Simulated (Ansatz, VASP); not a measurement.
**HfN: VASP beside Ansatz**

```
CELL_PARAMETERS angstrom
0.00000 2.23674 2.30418
2.23674 0.00000 2.30418
2.23674 2.23674 0.00000
ATOMIC_POSITIONS crystal
Hf 0.00000 0.00000 0.00000
N 0.50000 0.50000 0.50000
```

Change from the starting cell: z stretched by +2 % at fixed volume, crystal datasets.

Alike in both runs: task electric field gradients; functional PBE; k mesh 10 × 10 × 10; occupations fermi-dirac, width 0.01 eV; no spin polarisation.

```csv
,VASP,Ansatz
version,VASP 6.6.1,Ansatz 0.2.0
potentials or method,"VASP PAW PBE potentials, release 64 (Hf_pv, N), cutoff 520 eV","all-electron PAW with datasets made for the crystal, scalar-relativistic"
```

|  | VASP | Ansatz | Ansatz less VASP |
| --- | --- | --- | --- |
| pressure (GPa) | 3.6 | 6.0 | +2.43 |
| traceless stress, the component that is largest in VASP (GPa) | -8.96 | -9.06 | -0.098 |
| size of Vzz on the site where it differs most (V/Å²) | 108.8 | 126.2 | +17.41 |

Ansatz ran all-electron here, and VASP with PAW potentials.

Spin-orbit coupling is off throughout.
